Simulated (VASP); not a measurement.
# AlGa2N3 (P3m1) in VASP: single point with PBE

Aim: the single point of AlGa2N3 with PBE.

All numbers are computed with VASP 6.6.1; they aren't measurements. Logs are shortened: lines on timing, memory, paths and dates and some standing lists are left out, and cuts for length are marked.

## (1) The cell of the first run

The structure is trigonal, space group P3m1 (No. 156). The conventional cell has a = 3.189 Å, b = 3.189 Å, c = 15.517 Å, α = 90.00°, β = 90.00°, γ = 120.00°. Al (site symmetry 3m) has 4 N at 1.91 to 1.93 Å within 2.5 Å. Al (site symmetry 3m) has 4 N at 1.91 to 1.93 Å within 2.5 Å. Within 2.6 Å of N (site symmetry 3m) lie 3 Al at 1.93 Å and 1 Ga at 1.98 Å. Within 2.5 Å of N (site symmetry 3m) lie 4 Al at 1.91 to 1.93 Å. N (site symmetry 3m) has 1 Al at 1.91 Å and 3 Ga at 1.96 Å within 2.5 Å. N (site symmetry 3m) has 4 Ga at 1.95 to 1.98 Å within 2.6 Å. N (site symmetry 3m) has 4 Ga at 1.95 to 1.98 Å within 2.6 Å. Within 2.6 Å of N (site symmetry 3m) lie 4 Ga at 1.95 to 1.98 Å.

## (2) Single point, PBE

INCAR

```
SYSTEM = AlGa2N3
ALGO = Normal
EDIFF = 1E-6
ENCUT = 520
GGA = PE
ISIF = 2
ISMEAR = 0
LASPH = .TRUE.
LCHARG = .FALSE.
LREAL = .FALSE.
LWAVE = .FALSE.
NBANDS = 56
NELM = 100
PREC = Accurate
SIGMA = 0.02
```

KPOINTS

```
k-points
0
G
  12 12 2
  0 0 0
```

POSCAR

```
AlGa2N3
1.0
    3.1885693978      0.0000000000      0.0000000000
   -1.5942846989      2.7613821002      0.0000000000
    0.0000000000      0.0000000000     15.5171773774
Al N Ga
2 6 4
Direct
    0.3333333333      0.6666666667      0.3303785908
    0.6666666667      0.3333333333      0.1698550108
    0.3333333333      0.6666666667      0.1327982307
    0.6666666667      0.3333333333      0.2927798677
    0.3333333333      0.6666666667      0.4533065924
    0.6666666667      0.3333333333      0.6235185696
    0.3333333333      0.6666666667      0.7930869850
    0.6666666667      0.3333333333      0.9626538673
    0.3333333333      0.6666666667      0.6655499704
    0.6666666667      0.3333333333      0.4960425169
    0.3333333333      0.6666666667      1.0049055368
    0.6666666667      0.3333333333      0.8351242615
```

Potentials or basis: VASP PAW PBE potentials, release 64 (Al, N, Ga_d).

On the command line:

```
$ cat potpaw_PBE.64/Al/POTCAR potpaw_PBE.64/N/POTCAR potpaw_PBE.64/Ga_d/POTCAR > POTCAR
$ mpirun -np 1 vasp_std > vasp.out
```

OUTCAR:

```text
SYSTEM = AlGa2N3
   EDIFF = 1E-6
   ENCUT = 520
   GGA = PE
   ISIF = 2
   ISMEAR = 0
   LASPH = .TRUE.
   LREAL = .FALSE.
   NELM = 100
   PREC = Accurate

 ion  position               nearest neighbor table
   1  0.333  0.667  0.330-   5 1.91   4 1.93   4 1.93   4 1.93   2 3.10   2 3.10   2 3.10
   2  0.667  0.333  0.170-   4 1.91   3 1.93   3 1.93   3 1.93   1 3.10   1 3.10   1 3.10
   3  0.333  0.667  0.133-   2 1.93   2 1.93   2 1.93  11 1.98
   4  0.667  0.333  0.293-   2 1.91   1 1.93   1 1.93   1 1.93
   5  0.333  0.667  0.453-   1 1.91  10 1.96  10 1.96  10 1.96
   6  0.667  0.333  0.624-   9 1.95   9 1.95   9 1.95  10 1.98
   7  0.333  0.667  0.793-  12 1.95  12 1.95  12 1.95   9 1.98
   8  0.667  0.333  0.963-  11 1.95  11 1.95  11 1.95  12 1.98
   9  0.333  0.667  0.666-   6 1.95   6 1.95   6 1.95   7 1.98
  10  0.667  0.333  0.496-   5 1.96   5 1.96   5 1.96   6 1.98
  11  0.333  0.667  0.005-   8 1.95   8 1.95   8 1.95   3 1.98
  12  0.667  0.333  0.835-   7 1.95   7 1.95   7 1.95   8 1.98

  LATTYP: Found a hexagonal cell.
 ALAT       =     3.1885693978
 C/A-ratio  =     4.8665013809

  Lattice vectors:

 A1 = (   3.1885693978,   0.0000000000,   0.0000000000)
 A2 = (  -1.5942846989,   2.7613821002,   0.0000000000)
 A3 = (   0.0000000000,   0.0000000000,  15.5171773774)

Analysis of symmetry for initial positions (statically):
=====================================================================
 Subroutine PRICEL returns:
 Original cell was already a primitive cell.

 Routine SETGRP: Setting up the symmetry group for a
 hexagonal supercell.

 Subroutine GETGRP returns: Found  6 space group operations
 (whereof  6 operations were pure point group operations)
 out of a pool of 24 trial point group operations.

The static configuration has the point symmetry C_3v.

Analysis of symmetry for dynamics (positions and initial velocities):
=====================================================================
 Subroutine PRICEL returns:
 Original cell was already a primitive cell.

 Routine SETGRP: Setting up the symmetry group for a
 hexagonal supercell.

 Subroutine GETGRP returns: Found  6 space group operations
 (whereof  6 operations were pure point group operations)
 out of a pool of 24 trial point group operations.

The dynamic configuration has the point symmetry C_3v.

 Subroutine INISYM returns: Found  6 space group operations
 (whereof  6 operations are pure point group operations),
 and found     1 'primitive' translations

[... 126 lines left out ...]
   NUPDOWN=      -1.0000    fix difference up-down
   EMIN   =  10.00;   EMAX   =-10.00  energy-range for DOS
   EFERMI =   0.00;   METHOD = LEGACY
   ISMEAR =     0;   SIGMA  =   0.02  broadening in eV -4-tet -1-fermi 0-gaus
   EFERMI_NEDOS =   21; number of points for ismear=-14 and -15
   IALGO  =     38    algorithm
   IMIX   =      4    mixing-type and parameters
     AMIX     =   0.40;   BMIX     =  1.00
     AMIX_MAG =   1.60;   BMIX_MAG =  1.00
  volume/ion in A,a.u.               =      11.39        76.83
  Fermi-wavevector in a.u.,A,eV,Ry     =   1.413809  2.671711 27.196079  1.998855
  Thomas-Fermi vector in A             =   2.535416
   LORBIT       =      0    0 simple, 1 ext, 2 COOP (PROOUT), +10 PAW based schemes
   GGA     = PE    functional components
   LHFCALC =     F    Hartree Fock is set to
   AEXX    =    0.0000 exact exchange contribution
   IVDW    =     0    specifies the selected vdW correction
   LEPSILON=     F    determine dielectric tensor
   LRPA    =     F    only Hartree local field effects (RPA)
 non-spin polarized calculation
 Gauss-broadening in eV      SIGMA  =   0.02
  energy-cutoff  :      520.00
  volume of cell :      136.63
 maximum number of plane-waves:      3713
 NGX is ok and might be reduce to    24
   NGX = 11   NGY = 11   NGZ = 57

 number of electron      87.9999992 magnetization

 Free energy of the ion-electron system (eV)
  ---------------------------------------------------
  ext. energy  EPLUGINS =         0.00000000
  ---------------------------------------------------
  free energy    TOTEN  =       -78.34872687 eV

  energy without entropy =      -78.34872687  energy(sigma->0) =      -78.34872687

 E-fermi :   5.6343     XC(G=0): -11.3042

 val. band max:        5.4743795092   @ k =   0.0000   0.0000   0.0000
 cond. band min:       7.6612319942   @ k =   0.0000   0.0000   0.0000
 fundamental gap:      2.1868524850
 Fermi energy:         5.6342808978

 k-point     1 :       0.0000    0.0000    0.0000
  band No.  band energies     occupation
      1     -10.2882      2.00000
      2      -9.9807      2.00000
      3      -9.8573      2.00000
      4      -9.5379      2.00000
      5      -9.3924      2.00000
      6      -8.6164      2.00000
[... 1405 lines left out ...]
     55      13.9717      0.00000
     56      14.4742      0.00000

 [... further k-points ...]

------------------------ aborting loop because EDIFF is reached ----------------------------------------

  FORCE on cell =-STRESS in cart. coord.  units (eV):
  Direction    XX          YY          ZZ          XY          YZ          ZX
  --------------------------------------------------------------------------------------
  -------------------------------------------------------------------------------------
  Total       -0.0666421     -0.0666421      0.0268590     -0.0000000      0.0000000      0.0000000
  in kB       -0.7814918     -0.7814918      0.3149670     -0.0000000      0.0000000      0.0000000
  external PRESSURE =      -0.4160055 kB  Pullay stress =       0.0000000 kB

 VOLUME and BASIS-vectors are now :
 -----------------------------------------------------------------------------
  energy-cutoff  :      520.00
  volume of cell :      136.63
      direct lattice vectors                 reciprocal lattice vectors
     3.188569398  0.000000000  0.000000000     0.313620271  0.181068748  0.000000000
    -1.594284699  2.761382100  0.000000000     0.000000000  0.362137496  0.000000000
     0.000000000  0.000000000 15.517177377     0.000000000  0.000000000  0.064444710

 POSITION                                       TOTAL-FORCE (eV/Angst)
 -----------------------------------------------------------------------------------
     -0.00000      1.84092      5.12654         0.000000      0.000000      0.007045
      1.59428      0.92046      2.63567         0.000000     -0.000000      0.006234
     -0.00000      1.84092      2.06065         0.000000     -0.000000      0.010893
      1.59428      0.92046      4.54312         0.000000     -0.000000     -0.008320
     -0.00000      1.84092      7.03404        -0.000000     -0.000000     -0.018040
      1.59428      0.92046      9.67525        -0.000000      0.000000     -0.002220
     -0.00000      1.84092     12.30647        -0.000000      0.000000      0.000109
      1.59428      0.92046     14.93767         0.000000     -0.000000      0.001254
     -0.00000      1.84092     10.32746         0.000000     -0.000000     -0.000748
      1.59428      0.92046      7.69718         0.000000     -0.000000      0.006615
     -0.00000      1.84092      0.07612        -0.000000     -0.000000     -0.003125
      1.59428      0.92046     12.95877        -0.000000      0.000000      0.000301
 -----------------------------------------------------------------------------------
    total drift:                               -0.000002     -0.000003     -0.001228

  FREE ENERGIE OF THE ION-ELECTRON SYSTEM (eV)
  ---------------------------------------------------
  free  energy   TOTEN  =       -78.3487268719 eV

  energy  without entropy=      -78.3487268719  energy(sigma->0) =      -78.34872687
```

OSZICAR:

```text
N       E                     dE             d eps       ncg     rms          rms(c)
DAV:   1     0.104584053206E+04    0.10458E+04   -0.38721E+04  4904   0.258E+03
DAV:   2     0.147707005425E+03   -0.89813E+03   -0.84136E+03  4392   0.748E+02
DAV:   3    -0.706821923598E+02   -0.21839E+03   -0.21024E+03  4976   0.230E+02
DAV:   4    -0.903173106646E+02   -0.19635E+02   -0.19438E+02  5536   0.730E+01
DAV:   5    -0.909629617522E+02   -0.64565E+00   -0.64311E+00  5624   0.140E+01    0.194E+01
DAV:   6    -0.779687858919E+02    0.12994E+02   -0.43927E+01  7200   0.565E+01    0.564E+00
DAV:   7    -0.783986016317E+02   -0.42982E+00   -0.59758E+00  4888   0.119E+01    0.481E+00
DAV:   8    -0.783756377822E+02    0.22964E-01   -0.65694E-01  6304   0.899E+00    0.127E+00
DAV:   9    -0.783454866410E+02    0.30151E-01   -0.18155E-01  7032   0.643E+00    0.460E-01
DAV:  10    -0.783481159132E+02   -0.26293E-02   -0.26474E-02  4864   0.124E+00    0.217E-01
DAV:  11    -0.783485972062E+02   -0.48129E-03   -0.45906E-03  6528   0.116E+00    0.552E-02
DAV:  12    -0.783486748893E+02   -0.77683E-04   -0.91541E-04  6104   0.431E-01    0.339E-02
DAV:  13    -0.783487148982E+02   -0.40009E-04   -0.34481E-04  5680   0.113E-01    0.200E-02
DAV:  14    -0.783487260287E+02   -0.11131E-04   -0.27714E-05  5400   0.955E-02    0.145E-02
DAV:  15    -0.783487270950E+02   -0.10663E-05   -0.11841E-05  5296   0.490E-02    0.513E-03
DAV:  16    -0.783487268719E+02    0.22312E-06   -0.44376E-06  4816   0.190E-02
   1 F= -.78348727E+02 E0= -.78348727E+02  d E =-.141092E-31
```

Run time: 3.7 min. Hardware: 1 thread of Intel Xeon Platinum 8488C (Sapphire Rapids), shared host; peak memory 0.37 GiB.

Results:

```
Free energy            : -78.3487 eV
Pressure               : 0.0 GPa
Largest force          : 0.018 eV/Å
Band gap on the k mesh : 2.19 eV
```

Forces on the atoms (eV/Å):
```
Al   0.000  0.000  0.007
Al   0.000  0.000  0.006
N    0.000  0.000  0.011
N    0.000  0.000 -0.008
N    0.000  0.000 -0.018
N    0.000  0.000 -0.002
N    0.000  0.000  0.000
N    0.000  0.000  0.001
Ga   0.000  0.000 -0.001
Ga   0.000  0.000  0.007
Ga   0.000  0.000 -0.003
Ga   0.000  0.000  0.000
```

Stress tensor (GPa, compression positive):
```
-0.08  0.00  0.00
 0.00 -0.08  0.00
 0.00  0.00  0.03
```

Levels at points of the mesh, in eV from the valence-band top:
```csv
k point,band 41,band 42,band 43,band 44,band 45,band 46,band 47,band 48
"(0.00, 0.00, 0.00)",-0.25,-0.17,0.00,0.00,2.19,3.68,3.98,4.37
"(0.50, 0.00, 0.00)",-1.52,-1.46,-1.45,-1.00,3.98,4.24,4.96,5.07
"(0.00, 0.00, 0.50)",-0.24,-0.24,0.00,0.00,2.57,3.11,4.28,4.39
"(0.50, 0.00, 0.50)",-1.84,-1.73,-1.21,-1.07,4.30,4.41,4.51,4.99
```

A k mesh can miss the band edges. As with any semilocal functional, this PBE gap is likely too small.
